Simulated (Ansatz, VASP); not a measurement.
## C in VASP and in Ansatz

```
C
1.0
     2.51153    0.00000    0.00000
     1.25576   -4.22979    2.07750
     1.25576   -4.22979   -6.23249
C
12
Direct
  0.94741 0.50685 0.59833
  0.94741 0.00685 0.09833
  0.05259 0.99315 0.90167
  0.05259 0.49315 0.40167
  0.44741 0.40092 0.70426
  0.44741 0.90092 0.20426
  0.55259 0.09908 0.79574
  0.55259 0.59908 0.29574
  0.25000 0.70175 0.79825
  0.25000 0.20175 0.29825
  0.75000 0.79825 0.70175
  0.75000 0.29825 0.20175
```

Alike in both runs: task single point; functional PBE; k mesh 6 × 6 × 6; occupations gaussian, width 0.1 eV; no spin polarisation.

|  | VASP | Ansatz |
| --- | --- | --- |
| version | VASP 6.6.1 | Ansatz 0.2.0 |
| potentials or method | VASP PAW PBE potentials, release 64 (C), cutoff 520 eV | scalar-relativistic, plane waves, PAW |
| valence electrons in the cell | 48 | 48 |

Ansatz gave:

| Item | Value |
| --- | --- |
| gap on the k mesh at the Fermi level (eV) | 1.61 |
| least direct gap on the mesh (eV) | 1.82 |
| pressure (GPa) | 0.0 |
| traceless stress, the component that is largest in VASP (GPa) | 0.06 |
| rms of the force components (eV/Å) | 0.007 |

Question: Estimate VASP's values.

Answer: gap on the k mesh at the Fermi level (eV): 1.61; least direct gap on the mesh (eV): 1.82; pressure (GPa): 0.5; traceless stress, the component that is largest in VASP (GPa): 0.28; rms of the force components (eV/Å): 0.012.

Atom by atom the forces differ by 0.018 eV/Å (rms over components). With one functional, cell and mesh, what is left measures potentials, basis and numerics.

The k mesh is coarse, so the values compare programs but aren't converged.
